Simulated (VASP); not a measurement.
# CdS (P1) in VASP: a series of runs

The runs below take CdS through single point, with PBE.

All numbers are computed with VASP 6.6.1; they aren't measurements. Logs are shortened: lines on timing, memory, paths and dates and some standing lists are left out, and cuts for length are marked.

## Step 1: The cell of the first run

The typed cell holds 8 atoms: a = 4.197 Å, b = 4.197 Å, c = 13.660 Å, α = 88.53°, β = 89.27°, γ = 60.00°.

## Step 2: Single point, PBE

INCAR

```
PREC = Accurate
ENCUT = 520
EDIFF = 1E-6
ISMEAR = 0
SIGMA = 0.05
LREAL = False
LASPH = True
NELM = 60
ALGO = Normal
ISIF = 2
LWAVE = False
LCHARG = True
GGA = PE
LELF = True
LVHAR = True
NBANDS = 46
```

KPOINTS

```
Automatic mesh
0
Gamma
  7 7 2
```

POSCAR

```
CdS
1.0
   -2.0985806452     -3.6348483013      0.0000000000
    2.0985806452     -3.6348483013      0.0000000000
    0.1748817204     -0.3029040251     13.6554617430
Cd S
4 4
Direct
    0.6666666667      0.5911809788      0.9058282541
    0.6666666667      0.6328476455      0.4058282541
    0.3333333333      0.3203476455      0.1558282541
    0.3333333333      0.2786809788      0.6558282541
    0.6666666667      0.6588190212      0.0941717459
    0.6666666667      0.6171523545      0.5941717459
    0.3333333333      0.3046523545      0.3441717459
    0.3333333333      0.2629856878      0.8441717459
```

Potentials or basis: VASP PAW PBE potentials, release 64 (Cd, S).

On the command line:

```console
cat potpaw_PBE.64/Cd/POTCAR potpaw_PBE.64/S/POTCAR > POTCAR
mpirun -np 1 vasp_std > vasp.out
```

OUTCAR:

```text
PREC = Accurate
   ENCUT = 520
   EDIFF = 1E-6
   ISMEAR = 0
   LREAL = False
   LASPH = True
   NELM = 60
   ISIF = 2
   GGA = PE

 ion  position               nearest neighbor table
   1  0.667  0.591  0.906-   8 2.57   8 2.57   8 2.57   5 2.60
   2  0.667  0.633  0.406-   7 2.57   7 2.57   7 2.57   6 2.57
   3  0.333  0.320  0.156-   5 2.57   5 2.57   5 2.57   7 2.57
   4  0.333  0.279  0.656-   6 2.57   6 2.57   6 2.57   8 2.57
   5  0.667  0.659  0.094-   3 2.57   3 2.57   3 2.57   1 2.60
   6  0.667  0.617  0.594-   4 2.57   4 2.57   4 2.57   2 2.57
   7  0.333  0.305  0.344-   2 2.57   2 2.57   2 2.57   3 2.57
   8  0.333  0.263  0.844-   1 2.57   1 2.57   1 2.57   4 2.57

  LATTYP: Found a base centered monoclinic cell.
 ALAT       =     4.1971612904
 B/A-ratio  =     1.7320508076
 C/A-ratio  =     3.2545664527
 COS(beta)  =    -0.0256050489

  Lattice vectors:

 A1 = (   2.0985806452,   3.6348483013,   0.0000000000)
 A2 = (  -4.1971612904,   0.0000000000,   0.0000000000)
 A3 = (   0.1748817204,  -0.3029040251,  13.6554617430)

Analysis of symmetry for initial positions (statically):
=====================================================================
 Subroutine PRICEL returns:
 Original cell was already a primitive cell.

 Routine SETGRP: Setting up the symmetry group for a
 base centered monoclinic supercell.

 Subroutine GETGRP returns: Found  1 space group operations
 (whereof  1 operations were pure point group operations)
 out of a pool of  4 trial point group operations.

The static configuration has the point symmetry C_1 .

Analysis of symmetry for dynamics (positions and initial velocities):
=====================================================================
 Subroutine PRICEL returns:
 Original cell was already a primitive cell.

 Routine SETGRP: Setting up the symmetry group for a
 base centered monoclinic supercell.

 Subroutine GETGRP returns: Found  1 space group operations
 (whereof  1 operations were pure point group operations)
 out of a pool of  4 trial point group operations.

The dynamic configuration has the point symmetry C_1 .

 Subroutine INISYM returns: Found  1 space group operations
 (whereof  1 operations are pure point group operations),
 and found     1 'primitive' translations

----------------------------------------------------------------------------------------

                                     Primitive cell

  volume of cell :     208.3283

  direct lattice vectors                    reciprocal lattice vectors
    -2.098580645 -3.634848301  0.000000000    -0.238256272 -0.137557322 -0.000000000
     2.098580645 -3.634848301  0.000000000     0.238256272 -0.137557322 -0.006102564
     0.174881720 -0.302904025 13.655461743     0.000000000  0.000000000  0.073230772

  length of vectors
     4.197161290  4.197161290 13.659940332     0.275114645  0.275182320  0.073230772

  position of ions in fractional coordinates (direct lattice)
     0.666666667  0.591180979  0.905828254
     0.666666667  0.632847646  0.405828254
     0.333333333  0.320347646  0.155828254
     0.333333333  0.278680979  0.655828254
     0.666666667  0.658819021  0.094171746
     0.666666667  0.617152354  0.594171746
     0.333333333  0.304652354  0.344171746
     0.333333333  0.262985688  0.844171746

  ion indices of the primitive-cell ions
   primitive index   ion index
                 1           1
                 2           2
                 3           3
                 4           4
                 5           5
                 6           6
                 7           7
                 8           8

----------------------------------------------------------------------------------------

 KPOINTS: Automatic mesh

Automatic generation of k-mesh.
 Grid dimensions read from file:
 generate k-points for:    7    7    2

 Generating k-lattice:

  Cartesian coordinates                     Fractional coordinates (reciprocal lattice)
    -0.034036610 -0.019651046 -0.000000000     0.142857143  0.000000000 -0.000000000
     0.034036610 -0.019651046 -0.000871795     0.000000000  0.142857143  0.000000000
     0.000000000  0.000000000  0.036615386     0.000000000  0.000000000  0.500000000

  Length of vectors
     0.039302092  0.039311760  0.036615386

  Shift w.r.t. Gamma in fractional coordinates (k-lattice)
     0.000000000  0.000000000  0.000000000

 Subroutine IBZKPT returns following result:
 ===========================================

 Found     50 irreducible k-points:

 Following reciprocal coordinates:
            Coordinates               Weight
  0.000000  0.000000  0.000000      1.000000
  0.142857  0.000000 -0.000000      2.000000
  0.285714  0.000000 -0.000000      2.000000
  0.428571 -0.000000 -0.000000      2.000000
  0.000000  0.142857  0.000000      2.000000
 -0.142857 -0.142857 -0.000000      2.000000
[... 16 lines left out ...]
 -0.428571  0.428571  0.000000      2.000000
  0.142857 -0.428571 -0.000000      2.000000
 [... further k-points ...]
   k-points           NKPTS =     50   k-points in BZ     NKDIM =     50   number of bands    NBANDS=     46
   number of dos      NEDOS =    301   number of ions     NIONS =      8
   total plane-waves  NPLWV = 110592
   dimension x,y,z NGX =    32 NGY =   32 NGZ =  108
   dimension x,y,z NGXF=    64 NGYF=   64 NGZF=  216
   ions per type =               4   4
   NGX,Y,Z   is equivalent  to a cutoff of  12.67, 12.67, 13.14 a.u.
   NGXF,Y,Z  is equivalent  to a cutoff of  25.35, 25.35, 26.29 a.u.
 SYSTEM =  unknown system
   PREC   = accura    normal or accurate (medium, high low for compatibility)
   ISTART =      0    job   : 0-new  1-cont  2-samecut
   ICHARG =      2    charge: 1-file 2-atom 10-const
   ISPIN  =      1    spin polarized calculation?
   LNONCOLLINEAR =      F non collinear calculations
   LSORBIT =      F    spin-orbit coupling
   LASPH  =      T    aspherical Exc in radial PAW
   ENCUT  =  520.0 eV  38.22 Ry    6.18 a.u.   7.80  7.80 25.40*2*pi/ulx,y,z
   NELM   =     60;   NELMIN=  2; NELMDL= -5     # of ELM steps
   EDIFF  = 0.1E-05   stopping-criterion for ELM
   LREAL  =      F    real-space projection
   EDIFFG = 0.1E-04   stopping-criterion for IOM
   NSW    =      0    number of steps for IOM
   IBRION =     -1    ionic relax: 0-MD 1-quasi-New 2-CG
   NFREE  =      0    steps in history (QN), initial steepest desc. (CG)
   ISIF   =      2    stress and relaxation
   ISYM   =      2    0-nonsym 1-usesym 2-fastsym
   POTIM  = 0.5000    time-step for ionic-motion
   TEBEG  =    0.0;   TEEND  =   0.0 temperature during run
   PSTRESS=    0.0 pullay stress
   NELECT =      72.0000    total number of electrons
   NUPDOWN=      -1.0000    fix difference up-down
   EMIN   =  10.00;   EMAX   =-10.00  energy-range for DOS
   EFERMI =   0.00;   METHOD = LEGACY
   ISMEAR =     0;   SIGMA  =   0.05  broadening in eV -4-tet -1-fermi 0-gaus
   EFERMI_NEDOS =   21; number of points for ismear=-14 and -15
   IALGO  =     38    algorithm
   IMIX   =      4    mixing-type and parameters
     AMIX     =   0.40;   BMIX     =  1.00
     AMIX_MAG =   1.60;   BMIX_MAG =  1.00
  volume/ion in A,a.u.               =      26.04       175.73
  Fermi-wavevector in a.u.,A,eV,Ry     =   1.148866  2.171043 17.958250  1.319894
  Thomas-Fermi vector in A             =   2.285539
   LORBIT       =      0    0 simple, 1 ext, 2 COOP (PROOUT), +10 PAW based schemes
   GGA     = PE    functional components
   LHFCALC =     F    Hartree Fock is set to
   AEXX    =    0.0000 exact exchange contribution
   IVDW    =     0    specifies the selected vdW correction
   LEPSILON=     F    determine dielectric tensor
   LRPA    =     F    only Hartree local field effects (RPA)
 non-spin polarized calculation
 Gauss-broadening in eV      SIGMA  =   0.05
  energy-cutoff  :      520.00
  volume of cell :      208.33
 maximum number of plane-waves:      5634
   NGX = 15   NGY = 15   NGZ = 51

 number of electron      72.0000011 magnetization

 Free energy of the ion-electron system (eV)
  ---------------------------------------------------
  ext. energy  EPLUGINS =         0.00000000
  ---------------------------------------------------
  free energy    TOTEN  =       -24.57583884 eV

  energy without entropy =      -24.57583884  energy(sigma->0) =      -24.57583884

 E-fermi :   1.1871     XC(G=0):  -8.9212

 val. band max:        0.9331482470   @ k =   0.0000   0.0000   0.0000
 cond. band min:       2.0124976892   @ k =   0.0000   0.0000   0.0000
 fundamental gap:      1.0793494422
 Fermi energy:         1.1870740103

 k-point     1 :       0.0000    0.0000    0.0000
  band No.  band energies     occupation
      1     -11.1745      2.00000
      2     -10.9840      2.00000
      3     -10.9651      2.00000
      4     -10.7807      2.00000
      5      -6.6435      2.00000
      6      -6.6401      2.00000
[... 38 lines left out ...]
     45       7.6082      0.00000
     46       7.7080      0.00000

 k-point     2 :       0.1429    0.0000   -0.0000
  band No.  band energies     occupation
      1     -11.1105      2.00000
      2     -10.9368      2.00000
      3     -10.9177      2.00000
      4     -10.7525      2.00000
      5      -6.6222      2.00000
      6      -6.6116      2.00000
[... 38 lines left out ...]
     45       7.7728      0.00000
     46       7.8674      0.00000

 k-point     3 :       0.2857    0.0000   -0.0000
  band No.  band energies     occupation
      1     -10.9590      2.00000
      2     -10.8306      2.00000
      3     -10.8113      2.00000
      4     -10.6957      2.00000
      5      -6.5768      2.00000
      6      -6.5616      2.00000
[... 38 lines left out ...]
     45       7.9572      0.00000
     46       8.1339      0.00000

 k-point     4 :       0.4286   -0.0000   -0.0000
  band No.  band energies     occupation
      1     -10.8220      2.00000
      2     -10.7459      2.00000
      3     -10.7270      2.00000
      4     -10.6644      2.00000
      5      -6.5531      2.00000
      6      -6.5352      2.00000
[... 920 lines left out ...]
     45       7.7395      0.00000
     46       7.8796      0.00000

 k-point    23 :      -0.4286    0.4286    0.0000
  band No.  band energies     occupation
      1     -10.7787      2.00000
      2     -10.7239      2.00000
      3     -10.7050      2.00000
      4     -10.6607      2.00000
      5      -6.5544      2.00000
      6      -6.5121      2.00000
[... 38 lines left out ...]
     45       7.7354      0.00000
     46       7.9157      0.00000

 k-point    24 :       0.1429   -0.4286   -0.0000
  band No.  band energies     occupation
      1     -10.7719      2.00000
      2     -10.7249      2.00000
      3     -10.7038      2.00000
      4     -10.6683      2.00000
      5      -6.5588      2.00000
      6      -6.5175      2.00000
[... 38 lines left out ...]
     45       7.7780      0.00000
     46       7.9930      0.00000

 [... further k-points ...]
[... 5 lines left out ...]
  --------------------------------------------------------------------------------------
  -------------------------------------------------------------------------------------
  Total        0.5225498      0.1239386      0.2284509     -0.0790670      0.3960836     -0.2505236
  in kB        4.0187400      0.9531668      1.7569326     -0.6080755      3.0461350     -1.9266856
  external PRESSURE =       2.2429465 kB  Pullay stress =       0.0000000 kB

 VOLUME and BASIS-vectors are now :
 -----------------------------------------------------------------------------
  energy-cutoff  :      520.00
  volume of cell :      208.33
      direct lattice vectors                 reciprocal lattice vectors
    -2.098580645 -3.634848301  0.000000000    -0.238256272 -0.137557322 -0.000000000
     2.098580645 -3.634848301  0.000000000     0.238256272 -0.137557322 -0.006102564
     0.174881720 -0.302904025 13.655461743     0.000000000  0.000000000  0.073230772

 POSITION                                       TOTAL-FORCE (eV/Angst)
 -----------------------------------------------------------------------------------
     -0.00000     -4.84646     12.36950         0.015549     -0.032127      0.068471
     -0.00000     -4.84646      5.54177         0.000208      0.000457     -0.007603
      0.00000     -2.42323      2.12791         0.017771     -0.009369      0.006933
     -0.00000     -2.42323      8.95564         0.005029     -0.007931     -0.007189
     -0.00000     -4.84646      1.28596        -0.080318      0.109445     -0.084305
     -0.00000     -4.84646      8.11369         0.001240     -0.001084      0.006442
      0.00000     -2.42323      4.69982        -0.006028      0.008366      0.007943
     -0.00000     -2.42323     11.52755         0.046549     -0.067757      0.009308
 -----------------------------------------------------------------------------------
    total drift:                               -0.000097     -0.000563     -0.000739

  FREE ENERGIE OF THE ION-ELECTRON SYSTEM (eV)
  ---------------------------------------------------
  free  energy   TOTEN  =       -24.5758388378 eV

  energy  without entropy=      -24.5758388378  energy(sigma->0) =      -24.57583884
```

It took 8.1 min on 1 thread of Intel Xeon 6975P-C, shared host; peak memory 0.55 GiB.

Results:

```
Free energy            : -24.5758 eV
Pressure               : 0.2 GPa
Largest force          : 0.160 eV/Å
Band gap on the k mesh : 1.08 eV, direct
```

Forces in eV/Å, atoms in the order of the input:
```
Cd   0.016 -0.032  0.068
Cd   0.000  0.000 -0.008
Cd   0.018 -0.009  0.007
Cd   0.005 -0.008 -0.007
S   -0.080  0.109 -0.084
S    0.001 -0.001  0.006
S   -0.006  0.008  0.008
S    0.047 -0.068  0.009
```

## Step 3: Single point, PBE

This run uses another cell than the first one, of the same volume but with other edges.

INCAR

```
SYSTEM = CdS
ALGO = Normal
EDIFF = 1E-7
ENCUT = 520
GGA = PE
ISIF = 2
ISMEAR = 0
LASPH = .TRUE.
LCHARG = .FALSE.
LREAL = .FALSE.
LWAVE = .FALSE.
NBANDS = 46
NELM = 80
PREC = Accurate
SIGMA = 0.05
```

KPOINTS

```
k-points
0
G
  7 7 2
  0 0 0
```

POSCAR

```
CdS
1.0
   -2.0985806452     -3.6348483013      0.0000000000
    2.0985806452     -3.6348483013      0.0000000000
    1.2241720430     -3.9377523264     13.6554617430
Cd S
4 4
Direct
    0.4402096031     -0.0881902118      0.9058282541
    0.5652096031      0.3284764549      0.4058282541
    0.2943762698      0.2034764549      0.1558282541
    0.1693762698     -0.2131902118      0.6558282541
    0.6431237302      0.5881902118      0.0941717459
    0.5181237302      0.1715235451      0.5941717459
    0.2472903969      0.0465235451      0.3441717459
    0.1222903969     -0.3701431216      0.8441717459
```

Potentials or basis: VASP PAW PBE potentials, release 64 (Cd, S).

On the command line:

```console
cat potpaw_PBE.64/Cd/POTCAR potpaw_PBE.64/S/POTCAR > POTCAR
mpirun -np 1 vasp_std > vasp.out
```

Run time: 4.5 min. Hardware: 1 thread of AMD EPYC 9R45 (Zen 5), shared host; peak memory 0.51 GiB.

The run converged. Its results:

| Quantity | Value |
| --- | --- |
| Free energy | -24.4205 eV |
| Pressure | 0.0 GPa |
| Largest force | 0.596 eV/Å |
| Band gap on the k mesh | 0.94 eV, direct |

Forces on the atoms (eV/Å):
```
Cd  -0.161 -0.045  0.287
Cd   0.000 -0.001 -0.058
Cd  -0.076 -0.063  0.037
Cd  -0.022 -0.012 -0.057
S    0.427  0.203 -0.362
S   -0.005 -0.004  0.050
S    0.025  0.012  0.061
S   -0.188 -0.091  0.043
```

Stress tensor (GPa, compression positive):
```
-0.04  0.22  0.98
 0.22  0.02  0.40
 0.98  0.40 -0.08
```

Levels at points of the mesh, in eV from the valence-band top:
```
           k point  band 34  band 35  band 36  band 37  band 38  band 39
(0.00, 0.00, 0.00)    -0.16    -0.09     0.00     0.94     2.52     2.67
(0.00, 0.00, 0.50)    -0.27    -0.14    -0.12     1.71     1.93     2.67
```

As with any semilocal functional, this PBE gap is likely too small.

## Step 4: Single point, PBE

This run uses another cell than the first one, of the same volume but with other edges.

INCAR

```
PREC = Accurate
ENCUT = 520
EDIFF = 1E-6
ISMEAR = 0
SIGMA = 0.05
LREAL = F
LASPH = T
NELM = 100
ALGO = Normal
ISIF = 2
LWAVE = F
LCHARG = F
GGA = PE
NBANDS = 46
```

KPOINTS

```
Automatic mesh
0
Gamma
  7 7 2
```

POSCAR

```
CdS
1.0
   -2.0985806452     -3.6348483013      0.0000000000
    2.0985806452     -3.6348483013      0.0000000000
    0.3497634409     -4.2406563515     13.6554617430
Cd S
4 4
Direct
    0.2137525396      0.0627811639      0.9058282541
    0.4637525396      0.3961144973      0.4058282541
    0.2554192063      0.2294478306      0.1558282541
    0.0054192063     -0.1038855027      0.6558282541
    0.6195807937      0.6038855027      0.0941717459
    0.3695807937      0.2705521694      0.5941717459
    0.1612474604      0.1038855027      0.3441717459
   -0.0887525396     -0.2294478306      0.8441717459
```

On the command line:

```console
cat potpaw_PBE.64/Cd/POTCAR potpaw_PBE.64/S/POTCAR > POTCAR
mpirun -np 1 vasp_std > vasp.out
```

Run time: 6.3 min. Hardware: 1 thread of Intel Xeon Platinum 8375C at 2.90GHz (Ice Lake), shared host; peak memory 0.54 GiB.

Results (log left out):

| Quantity | Value |
| --- | --- |
| Free energy | -23.9810 eV |
| Pressure | -0.2 GPa |
| Largest force | 0.584 eV/Å |
| Band gap on the k mesh | 0.59 eV, direct |

Forces on the atoms (eV/Å):
```
Cd  -0.154 -0.048  0.220
Cd  -0.001 -0.002 -0.171
Cd  -0.071 -0.118  0.089
Cd  -0.017 -0.020 -0.172
S    0.358  0.326 -0.326
S   -0.004 -0.008  0.145
S    0.017  0.018  0.178
S   -0.128 -0.148  0.038
```

Stress tensor (GPa, compression positive):
```
-0.98  0.03  0.76
 0.03 -0.37  0.61
 0.76  0.61  0.66
```

Levels at points of the mesh, in eV from the valence-band top:
| k point | band 34 | band 35 | band 36 | band 37 | band 38 | band 39 |
| --- | --- | --- | --- | --- | --- | --- |
| (0.00, 0.00, 0.00) | -0.13 | -0.07 | 0.00 | 0.59 | 2.14 | 2.57 |
| (0.00, 0.00, 0.50) | -0.38 | -0.09 | -0.06 | 1.17 | 1.86 | 2.50 |

Expect the measured gap to be larger: semilocal functionals such as PBE lack the derivative discontinuity.

## Step 5: Overview

```tsv
cell	gap on the mesh (eV)	pressure (GPa)	largest force (eV/Å)
a = 4.197, b = 4.197, c = 13.660 Å, angles 88.5, 89.3, 60.0°, 8 atoms	1.08	0.2	0.16
a = 4.197, b = 4.197, c = 14.265 Å, angles 73.6, 78.7, 60.0°, 8 atoms	0.94	0.0	0.60
a = 4.197, b = 4.197, c = 14.303 Å, angles 74.4, 75.8, 60.0°, 8 atoms	0.59	-0.2	0.58
```

Alike in all rows: task single point; level PBE; potentials or basis VASP PAW PBE potentials, release 64 (Cd, S); no spin polarisation; k mesh 7 × 7 × 2; cutoff (eV) 520; smearing gaussian 0.05 eV.

Total energies depend on the potentials used, so only differences within one code and one set of settings carry meaning.
